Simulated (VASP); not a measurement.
# MgS (P6_3mc) in VASP: further runs

MgS is run at these levels: PBE, LDA; tasks: single point.

All numbers are computed with VASP 6.6.1; they aren't measurements. Logs are shortened: lines on timing, memory, paths and dates and some standing lists are left out, and cuts for length are marked.

## (1) The cell of the first run

Symmetry: P6_3mc, No. 186, hexagonal system. The conventional cell has a = 4.035 Å, b = 4.035 Å, c = 6.432 Å, α = 90.00°, β = 90.00°, γ = 120.00°. Within 3.2 Å of Mg (site symmetry 3m) lie 4 S at 2.45 to 2.47 Å. Within 3.2 Å of S (site symmetry 3m) lie 4 Mg at 2.45 to 2.47 Å.

## (2) Single point, PBE

File INCAR:

```
SYSTEM = MgS
  PREC = Accurate
  ENCUT = 600
  EDIFF = 1E-6
  ISMEAR = 0
  SIGMA = 0.1
  LREAL = .FALSE.
  LASPH = .TRUE.
  NELM = 120
  ALGO = Normal
  ISIF = 2
  LWAVE = .FALSE.
  LCHARG = .TRUE.
  GGA = PE
  LELF = .TRUE.
  LVHAR = .TRUE.
  NBANDS = 16
  GGA_COMPAT = .FALSE.
```

File KPOINTS:

```
Automatic mesh
0
G
  3 3 2
  0 0 0
```

File POSCAR:

```
MgS
1.0
    4.0346224068      0.0000000000      0.0000000000
   -2.0173112034      3.4940854990      0.0000000000
    0.0000000000      0.0000000000      6.4322941800
Mg S
2 2
Direct
    0.6666666667      0.3333333333      0.4957548500
    0.3333333333      0.6666666667      0.9957548500
    0.3333333333      0.6666666667      0.3792441500
    0.6666666667      0.3333333333      0.8792441500
```

Potentials or basis: VASP PAW PBE potentials, release 64 (Mg, S).

Run with:

```bash
$ cat potpaw_PBE.64/Mg/POTCAR potpaw_PBE.64/S/POTCAR > POTCAR
$ mpirun -np 1 vasp_std > vasp.out
```

OUTCAR:

```text
SYSTEM = MgS
   PREC = Accurate
   ENCUT = 600
   EDIFF = 1E-6
   ISMEAR = 0
   LREAL = .FALSE.
   LASPH = .TRUE.
   NELM = 120
   ISIF = 2
   GGA = PE

 ion  position               nearest neighbor table
   1  0.667  0.333  0.496-   3 2.45   3 2.45   3 2.45   4 2.47
   2  0.333  0.667  0.996-   4 2.45   4 2.45   4 2.45   3 2.47
   3  0.333  0.667  0.379-   1 2.45   1 2.45   1 2.45   2 2.47
   4  0.667  0.333  0.879-   2 2.45   2 2.45   2 2.45   1 2.47

  LATTYP: Found a hexagonal cell.
 ALAT       =     4.0346224068
 C/A-ratio  =     1.5942741430

  Lattice vectors:

 A1 = (   4.0346224068,   0.0000000000,   0.0000000000)
 A2 = (  -2.0173112034,   3.4940854990,   0.0000000000)
 A3 = (   0.0000000000,   0.0000000000,   6.4322941800)

Analysis of symmetry for initial positions (statically):
=====================================================================
 Subroutine PRICEL returns:
 Original cell was already a primitive cell.

 Routine SETGRP: Setting up the symmetry group for a
 hexagonal supercell.

 Subroutine GETGRP returns: Found 12 space group operations
 (whereof  6 operations were pure point group operations)
 out of a pool of 24 trial point group operations.

The static configuration has the point symmetry C_3v.
 The point group associated with its full space group is C_6v.

Analysis of symmetry for dynamics (positions and initial velocities):
=====================================================================
 Subroutine PRICEL returns:
 Original cell was already a primitive cell.

 Routine SETGRP: Setting up the symmetry group for a
 hexagonal supercell.

 Subroutine GETGRP returns: Found 12 space group operations
 (whereof  6 operations were pure point group operations)
 out of a pool of 24 trial point group operations.

The dynamic configuration has the point symmetry C_3v.
 The point group associated with its full space group is C_6v.

 Subroutine INISYM returns: Found 12 space group operations
 (whereof  6 operations are pure point group operations),
 and found     1 'primitive' translations

----------------------------------------------------------------------------------------

                                     Primitive cell

  volume of cell :      90.6781

  direct lattice vectors                    reciprocal lattice vectors
     4.034622407  0.000000000  0.000000000     0.247854669  0.143098960  0.000000000
    -2.017311203  3.494085499  0.000000000     0.000000000  0.286197919  0.000000000
     0.000000000  0.000000000  6.432294180     0.000000000  0.000000000  0.155465526

  length of vectors
     4.034622407  4.034622407  6.432294180     0.286197919  0.286197919  0.155465526

  position of ions in fractional coordinates (direct lattice)
     0.666666667  0.333333333  0.495754850
     0.333333333  0.666666667  0.995754850
     0.333333333  0.666666667  0.379244150
     0.666666667  0.333333333  0.879244150

  ion indices of the primitive-cell ions
   primitive index   ion index
                 1           1
                 2           2
                 3           3
                 4           4

----------------------------------------------------------------------------------------

 KPOINTS: Automatic mesh

Automatic generation of k-mesh.
 Grid dimensions read from file:
 generate k-points for:    3    3    2

 Generating k-lattice:

  Cartesian coordinates                     Fractional coordinates (reciprocal lattice)
     0.082618223  0.047699653  0.000000000     0.333333333  0.000000000  0.000000000
     0.000000000  0.095399306  0.000000000     0.000000000  0.333333333  0.000000000
     0.000000000  0.000000000  0.077732763     0.000000000  0.000000000  0.500000000

  Length of vectors
     0.095399306  0.095399306  0.077732763

  Shift w.r.t. Gamma in fractional coordinates (k-lattice)
     0.000000000  0.000000000  0.000000000

 Subroutine IBZKPT returns following result:
 ===========================================

 Found      6 irreducible k-points:

 Following reciprocal coordinates:
            Coordinates               Weight
  0.000000  0.000000  0.000000      1.000000
  0.333333 -0.000000  0.000000      6.000000
  0.333333  0.333333  0.000000      2.000000
  0.000000  0.000000  0.500000      1.000000
  0.333333 -0.000000  0.500000      6.000000
  0.333333  0.333333  0.500000      2.000000
   k-points           NKPTS =      6   k-points in BZ     NKDIM =      6   number of bands    NBANDS=     16
   number of dos      NEDOS =    301   number of ions     NIONS =      4
   total plane-waves  NPLWV =  55296
   dimension x,y,z NGX =    32 NGY =   32 NGZ =   54
   dimension x,y,z NGXF=    64 NGYF=   64 NGZF=  108
   ions per type =               2   2
   NGX,Y,Z   is equivalent  to a cutoff of  13.19, 13.19, 13.96 a.u.
   NGXF,Y,Z  is equivalent  to a cutoff of  26.37, 26.37, 27.91 a.u.
 SYSTEM =  MgS
   PREC   = accura    normal or accurate (medium, high low for compatibility)
   ISTART =      0    job   : 0-new  1-cont  2-samecut
   ICHARG =      2    charge: 1-file 2-atom 10-const
   ISPIN  =      1    spin polarized calculation?
   LNONCOLLINEAR =      F non collinear calculations
   LSORBIT =      F    spin-orbit coupling
   LASPH  =      T    aspherical Exc in radial PAW
   ENCUT  =  600.0 eV  44.10 Ry    6.64 a.u.   8.06  8.06 12.85*2*pi/ulx,y,z
   NELM   =    120;   NELMIN=  2; NELMDL= -5     # of ELM steps
   EDIFF  = 0.1E-05   stopping-criterion for ELM
   LREAL  =      F    real-space projection
   EDIFFG = 0.1E-04   stopping-criterion for IOM
   NSW    =      0    number of steps for IOM
   IBRION =     -1    ionic relax: 0-MD 1-quasi-New 2-CG
   NFREE  =      0    steps in history (QN), initial steepest desc. (CG)
   ISIF   =      2    stress and relaxation
   ISYM   =      2    0-nonsym 1-usesym 2-fastsym
   POTIM  = 0.5000    time-step for ionic-motion
   TEBEG  =    0.0;   TEEND  =   0.0 temperature during run
   PSTRESS=    0.0 pullay stress
   NELECT =      16.0000    total number of electrons
   NUPDOWN=      -1.0000    fix difference up-down
   EMIN   =  10.00;   EMAX   =-10.00  energy-range for DOS
   EFERMI =   0.00;   METHOD = LEGACY
   ISMEAR =     0;   SIGMA  =   0.10  broadening in eV -4-tet -1-fermi 0-gaus
   EFERMI_NEDOS =   21; number of points for ismear=-14 and -15
   IALGO  =     38    algorithm
   IMIX   =      4    mixing-type and parameters
     AMIX     =   0.40;   BMIX     =  1.00
     AMIX_MAG =   1.60;   BMIX_MAG =  1.00
  volume/ion in A,a.u.               =      22.67       152.98
  Fermi-wavevector in a.u.,A,eV,Ry     =   0.918221  1.735187 11.471486  0.843130
  Thomas-Fermi vector in A             =   2.043279
   LORBIT       =      0    0 simple, 1 ext, 2 COOP (PROOUT), +10 PAW based schemes
   GGA     = PE    functional components
   LHFCALC =     F    Hartree Fock is set to
   AEXX    =    0.0000 exact exchange contribution
   IVDW    =     0    specifies the selected vdW correction
   LEPSILON=     F    determine dielectric tensor
   LRPA    =     F    only Hartree local field effects (RPA)
 non-spin polarized calculation
 Gauss-broadening in eV      SIGMA  =   0.10
  energy-cutoff  :      600.00
  volume of cell :       90.68
 maximum number of plane-waves:      3038
   NGX = 17   NGY = 17   NGZ = 25

 number of electron      15.9999998 magnetization

 Free energy of the ion-electron system (eV)
  ---------------------------------------------------
  ext. energy  EPLUGINS =         0.00000000
  ---------------------------------------------------
  free energy    TOTEN  =       -16.89233551 eV

  energy without entropy =      -16.89233551  energy(sigma->0) =      -16.89233551

 E-fermi :   1.6904     XC(G=0):  -8.3719

 val. band max:        1.2238985972   @ k =   0.0000   0.0000   0.0000
 cond. band min:       4.6496611989   @ k =   0.0000   0.0000   0.0000
 fundamental gap:      3.4257626017
 Fermi energy:         1.6903742905

 k-point     1 :       0.0000    0.0000    0.0000
  band No.  band energies     occupation
      1     -10.1845      2.00000
      2      -9.4526      2.00000
      3      -2.0032      2.00000
      4       0.6424      2.00000
      5       0.6424      2.00000
      6       1.0626      2.00000
[... 8 lines left out ...]
     15       9.6984      0.00000
     16      10.3562      0.00000

 k-point     2 :       0.3333   -0.0000    0.0000
  band No.  band energies     occupation
      1      -9.7351      2.00000
      2      -9.2835      2.00000
      3      -1.3856      2.00000
      4      -1.1216      2.00000
      5      -0.7645      2.00000
      6       0.1120      2.00000
[... 8 lines left out ...]
     15       9.8520      0.00000
     16      11.3263      0.00000

 k-point     3 :       0.3333    0.3333    0.0000
  band No.  band energies     occupation
      1      -9.3385      2.00000
      2      -9.3385      2.00000
      3      -1.2567      2.00000
      4      -1.0773      2.00000
      5      -1.0773      2.00000
      6      -0.1390      2.00000
[... 8 lines left out ...]
     15      10.6585      0.00000
     16      11.4959      0.00000

 k-point     4 :       0.0000    0.0000    0.5000
  band No.  band energies     occupation
      1      -9.8484      2.00000
      2      -9.8484      2.00000
      3      -0.6935      2.00000
      4      -0.6935      2.00000
      5       0.8454      2.00000
      6       0.8454      2.00000
[... 8 lines left out ...]
     15       8.8254      0.00000
     16       8.8254      0.00000

 k-point     5 :       0.3333   -0.0000    0.5000
  band No.  band energies     occupation
      1      -9.5166      2.00000
      2      -9.5166      2.00000
      3      -1.5081      2.00000
      4      -1.5081      2.00000
      5       0.3307      2.00000
      6       0.3307      2.00000
[... 8 lines left out ...]
     15      10.3101      0.00000
     16      10.3101      0.00000

 k-point     6 :       0.3333    0.3333    0.5000
  band No.  band energies     occupation
      1      -9.3318      2.00000
      2      -9.3318      2.00000
      3      -1.5865      2.00000
      4      -1.5865      2.00000
      5      -0.7762      2.00000
      6      -0.7762      2.00000
[... 8 lines left out ...]
     15      10.5080      0.00000
     16      10.5080      0.00000

------------------------ aborting loop because EDIFF is reached ----------------------------------------

  FORCE on cell =-STRESS in cart. coord.  units (eV):
  Direction    XX          YY          ZZ          XY          YZ          ZX
  --------------------------------------------------------------------------------------
  -------------------------------------------------------------------------------------
  Total        0.8195785      0.8195785      0.3040207      0.0000000      0.0000000      0.0000000
  in kB       14.4810096     14.4810096      5.3716964      0.0000000      0.0000000      0.0000000
  external PRESSURE =      11.4445719 kB  Pullay stress =       0.0000000 kB

 VOLUME and BASIS-vectors are now :
 -----------------------------------------------------------------------------
  energy-cutoff  :      600.00
  volume of cell :       90.68
      direct lattice vectors                 reciprocal lattice vectors
     4.034622407  0.000000000  0.000000000     0.247854669  0.143098960  0.000000000
    -2.017311203  3.494085499  0.000000000     0.000000000  0.286197919  0.000000000
     0.000000000  0.000000000  6.432294180     0.000000000  0.000000000  0.155465526

 POSITION                                       TOTAL-FORCE (eV/Angst)
 -----------------------------------------------------------------------------------
      2.01731      1.16470      3.18884         0.000000      0.000000      0.039488
     -0.00000      2.32939      6.40499         0.000000      0.000000      0.039488
     -0.00000      2.32939      2.43941        -0.000000      0.000000     -0.039488
      2.01731      1.16470      5.65556         0.000000      0.000000     -0.039488
 -----------------------------------------------------------------------------------
    total drift:                               -0.000000      0.000000     -0.000088

  FREE ENERGIE OF THE ION-ELECTRON SYSTEM (eV)
  ---------------------------------------------------
  free  energy   TOTEN  =       -16.8923355133 eV

  energy  without entropy=      -16.8923355133  energy(sigma->0) =      -16.89233551
```

Run time: 28 s. Hardware: 1 thread of Intel Xeon 8259CL, shared host; peak memory 0.22 GiB.

What came out:

- Free energy: -16.8923 eV
- Pressure: 1.1 GPa
- Largest force: 0.039 eV/Å
- Band gap on the k mesh: 3.43 eV, direct

Forces in eV/Å, atoms in the order of the input:
```
Mg   0.000  0.000  0.039
Mg   0.000  0.000  0.039
S    0.000  0.000 -0.039
S    0.000  0.000 -0.039
```

Levels at points of the mesh, in eV from the valence-band top:
```tsv
k point	band 5	band 6	band 7	band 8	band 9	band 10	band 11	band 12
(0.00, 0.00, 0.00)	-0.58	-0.16	-0.16	0.00	3.43	4.66	7.46	7.46
(0.00, 0.00, 0.50)	-0.38	-0.38	-0.38	-0.38	4.90	4.90	7.60	7.60
```

Caveat: the k points lie up to 0.60 Å⁻¹ apart.

## (3) Single point, LDA

File INCAR:

```
SYSTEM = MgS
PREC     = Accurate       ! precision mode
ENCUT    = 600            ! plane-wave cutoff, eV
EDIFF    = 1E-6           ! SCF threshold, eV
ISMEAR   = 0              ! smearing method
SIGMA    = 0.1            ! smearing width, eV
LREAL    = .FALSE.        ! projectors in reciprocal space
LASPH    = .TRUE.         ! aspherical terms in the spheres
NELM     = 120            ! most SCF steps
ALGO     = Normal         ! electronic algorithm
ISIF     = 2              ! what is computed and relaxed
LWAVE    = .FALSE.        ! write WAVECAR
LCHARG   = .TRUE.         ! write CHGCAR
GGA      = CA             ! functional
LELF     = .TRUE.         ! ELF
LVHAR    = .TRUE.       
NBANDS   = 16             ! bands
ISYM     = 0            
GGA_COMPAT= .FALSE.
```

File KPOINTS:

```
regular mesh
0
G
  1 5 2
  0 0 0
```

POSCAR is that of step 2.

Potentials or basis: VASP PAW LDA potentials, release 64 (Mg, S).

Run with:

```bash
$ cat potpaw_LDA.64/Mg/POTCAR potpaw_LDA.64/S/POTCAR > POTCAR
$ mpirun -np 1 vasp_std > vasp.out
```

OUTCAR:

```text
SYSTEM = MgS
   PREC = Accurate
   ENCUT = 600
   EDIFF = 1E-6
   ISMEAR = 0
   LREAL = .FALSE.
   LASPH = .TRUE.
   NELM = 120
   ISIF = 2
   GGA = CA
   ISYM = 0

 ion  position               nearest neighbor table
   1  0.667  0.333  0.496-   3 2.45   3 2.45   3 2.45   4 2.47
   2  0.333  0.667  0.996-   4 2.45   4 2.45   4 2.45   3 2.47
   3  0.333  0.667  0.379-   1 2.45   1 2.45   1 2.45   2 2.47
   4  0.667  0.333  0.879-   2 2.45   2 2.45   2 2.45   1 2.47

IMPORTANT INFORMATION: All symmetrisations will be switched off!
NOSYMM: (Re-)initialisation of all symmetry stuff for point group C_1.

----------------------------------------------------------------------------------------

                                     Primitive cell

  volume of cell :      90.6781

  direct lattice vectors                    reciprocal lattice vectors
     4.034622407  0.000000000  0.000000000     0.247854669  0.143098960  0.000000000
    -2.017311203  3.494085499  0.000000000     0.000000000  0.286197919  0.000000000
     0.000000000  0.000000000  6.432294180     0.000000000  0.000000000  0.155465526

  length of vectors
     4.034622407  4.034622407  6.432294180     0.286197919  0.286197919  0.155465526

[... 141 lines left out ...]

 k-point     1 :       0.0000    0.0000    0.0000
  band No.  band energies     occupation
      1     -10.1073      2.00000
      2      -9.3260      2.00000
      3      -2.1547      2.00000
      4       0.6349      2.00000
      5       0.7118      2.00000
      6       1.0752      2.00000
[... 91 lines left out ...]
      3      -1.8874      2.00000
      4      -1.8874      2.00000
      5       0.3425      2.00000
      6       0.3425      2.00000
[... 8 lines left out ...]
     15      10.1457      0.00000
     16      10.1457      0.00000

------------------------ aborting loop because EDIFF is reached ----------------------------------------

  FORCE on cell =-STRESS in cart. coord.  units (eV):
  Direction    XX          YY          ZZ          XY          YZ          ZX
  --------------------------------------------------------------------------------------
  -------------------------------------------------------------------------------------
  Total        4.7587628     -1.1456840     -1.1685628     -0.0000327      0.0000110      0.0000143
  in kB       84.0818609    -20.2429169    -20.6471592     -0.0005772      0.0001952      0.0002523
  external PRESSURE =      14.3972616 kB  Pullay stress =       0.0000000 kB

 VOLUME and BASIS-vectors are now :
 -----------------------------------------------------------------------------
  energy-cutoff  :      600.00
  volume of cell :       90.68
      direct lattice vectors                 reciprocal lattice vectors
     4.034622407  0.000000000  0.000000000     0.247854669  0.143098960  0.000000000
    -2.017311203  3.494085499  0.000000000     0.000000000  0.286197919  0.000000000
     0.000000000  0.000000000  6.432294180     0.000000000  0.000000000  0.155465526

 POSITION                                       TOTAL-FORCE (eV/Angst)
 -----------------------------------------------------------------------------------
      2.01731      1.16470      3.18884         0.000008      0.213094     -0.085205
     -0.00000      2.32939      6.40499        -0.000002     -0.213090     -0.085206
     -0.00000      2.32939      2.43941        -0.000012     -0.254603      0.085207
      2.01731      1.16470      5.65556         0.000006      0.254599      0.085204
 -----------------------------------------------------------------------------------
    total drift:                               -0.000002     -0.000003     -0.000073

  FREE ENERGIE OF THE ION-ELECTRON SYSTEM (eV)
  ---------------------------------------------------
  free  energy   TOTEN  =       -16.4896308420 eV

  energy  without entropy=      -16.4896308420  energy(sigma->0) =      -16.48963084
```

stdout:

```text
POSCAR found type information on POSCAR MgS
 POSCAR found :  2 types and       4 ions
 scaLAPACK will be used
 LDA part: xc-table for (Slater(with rela. corr.)+CA(PZ))
 , standard interpolation
 -----------------------------------------------------------------------------
|                                                                             |
|           W    W    AA    RRRRR   N    N  II  N    N   GGGG   !!!           |
|           W    W   A  A   R    R  NN   N  II  NN   N  G    G  !!!           |
|           W    W  A    A  R    R  N N  N  II  N N  N  G       !!!           |
|           W WW W  AAAAAA  RRRRR   N  N N  II  N  N N  G  GGG   !            |
|           WW  WW  A    A  R   R   N   NN  II  N   NN  G    G                |
|           W    W  A    A  R    R  N    N  II  N    N   GGGG   !!!           |
|                                                                             |
|     Your reciprocal lattice and k-lattice belong to different lattice       |
|     classes:                                                                |
|                                                                             |
|        The reciprocal lattice is hexagonal,                                 |
|        whereas your k-lattice is base centered orthorhombic.                |
|                                                                             |
|     Results are often still useful ...                                      |
|                                                                             |
 -----------------------------------------------------------------------------

 POSCAR, INCAR and KPOINTS ok, starting setup
 FFT: planning ... GRIDC
 FFT: planning ... GRID_SOFT
 FFT: planning ... GRID
 WAVECAR not read
 entering main loop
```

Wall time 23 s (1 thread of Intel Xeon 8259CL, shared host); peak memory 0.18 GiB.

Results:

| Item | Value |
| --- | --- |
| Free energy | -16.4896 eV |
| Pressure | 1.4 GPa |
| Largest force | 0.268 eV/Å |
| Band gap on the k mesh | 3.05 eV, direct |

Forces on the atoms (eV/Å):
```
Mg   0.000  0.213 -0.085
Mg   0.000 -0.213 -0.085
S    0.000 -0.255  0.085
S    0.000  0.255  0.085
```

Stress tensor (GPa, compression positive):
```
 8.41  0.00  0.00
 0.00 -2.02  0.00
 0.00  0.00 -2.06
```

Caveat: the k points lie up to 1.80 Å⁻¹ apart. Expect the measured gap to be larger: semilocal functionals such as LDA lack the derivative discontinuity.
